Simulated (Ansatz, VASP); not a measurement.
BN in VASP and in Ansatz

The input POSCAR:

```
BN
1.0
    1.8130010000     -1.8130010000      0.0000000000
    1.8130010000      0.0000000000     -1.8130010000
    7.2520040000      7.2520040000      7.2520040000
B N
6 6
Direct
    0.6666666667      0.6666666667      0.1666666667
    0.0000000000      0.0000000000      0.0000000000
    0.3333333333      0.3333333333      0.3333333333
    0.6666666667      0.6666666667      0.6666666667
    0.0000000000      0.0000000000      0.5000000000
    0.3333333333      0.3333333333      0.8333333333
    0.6666666667      0.6666666667      0.5416666667
    1.0000000000      1.0000000000      0.3750000000
    0.3333333333      0.3333333333      0.7083333333
    0.6666666667      0.6666666667      0.0416666667
    0.0000000000      0.0000000000      0.8750000000
    0.3333333333      0.3333333333      0.2083333333
```

File INCAR.step1:

```
SYSTEM = BN
ALGO = Normal
EDIFF = 1E-5
ENCUT = 910
GGA = PE
GGA_COMPAT = .False.
ISMEAR = 0
LASPH = .True.
LCHARG = .False.
LREAL = .False.
LWAVE = .True.
NBANDS = 36
NELM = 120
PREC = Accurate
SIGMA = 0.05
```

Contents of INCAR.step2:

```
SYSTEM = BN
ALGO = Normal
EDIFF = 1E-6
ENCUT = 910
GGA_COMPAT = .False.
ISIF = 2
ISMEAR = 0
ISTART = 1
LASPH = .True.
LCHARG = .False.
LMIXTAU = .True.
LREAL = .False.
LWAVE = .False.
METAGGA = R2SCAN
NBANDS = 36
NELM = 120
PREC = Accurate
SIGMA = 0.05
```

KPOINTS

```
k-points
0
Gamma
  10 10 2
  0 0 0
```

Input for Ansatz:

```yaml
crystal:
  lattice:
    - [1.813001, -1.813001, 0.0]
    - [1.813001, 0.0, -1.813001]
    - [7.252004, 7.252004, 7.252004]
  atoms:
    - { symbol: B, position: [0.6666666667, 0.6666666667, 0.1666666667] }
    - { symbol: B, position: [0.0, 0.0, 0.0] }
    - { symbol: B, position: [0.3333333333, 0.3333333333, 0.3333333333] }
    - { symbol: B, position: [0.6666666667, 0.6666666667, 0.6666666667] }
    - { symbol: B, position: [0.0, 0.0, 0.5] }
    - { symbol: B, position: [0.3333333333, 0.3333333333, 0.8333333333] }
    - { symbol: "N", position: [0.6666666667, 0.6666666667, 0.5416666667] }
    - { symbol: "N", position: [1.0, 1.0, 0.375] }
    - { symbol: "N", position: [0.3333333333, 0.3333333333, 0.7083333333] }
    - { symbol: "N", position: [0.6666666667, 0.6666666667, 0.0416666667] }
    - { symbol: "N", position: [0.0, 0.0, 0.875] }
    - { symbol: "N", position: [0.3333333333, 0.3333333333, 0.2083333333] }
basis:
  ecutwfc: 500
kpoints:
  mp_grid: { grid: [10, 10, 2] }
hamiltonian:
  xc: r2scan
scf:
  occupations: { method: gaussian, width: 0.05 }
output:
  forces: true
  stress: true
  eigenvalues: true
```

Alike in both runs: task single point; functional r2SCAN; k mesh 10 × 10 × 2; occupations gaussian, width 0.05 eV; no spin polarisation.

```csv
,VASP,Ansatz
version,VASP 6.6.1,Ansatz 0.2.0
potentials or method,"VASP PAW PBE potentials, release 64 (B_h, N_h), cutoff 910 eV","scalar-relativistic, plane waves, PAW"
valence electrons in the cell,48,48
```

VASP gave:

| Item | Value |
| --- | --- |
| gap on the k mesh at the Fermi level (eV) | 4.98 |
| least direct gap on the mesh (eV) | 6.97 |

Q: What did Ansatz give for the same quantities?

A: gap on the k mesh at the Fermi level (eV): 4.99; least direct gap on the mesh (eV): 6.98.

VASP's potentials were made for PBE, not for r2SCAN. The functional is the same, so the differences come from potentials, cutoffs and numerics.

Noted on VASP's run: the cutoff is short for stress, so the pressure is rough.
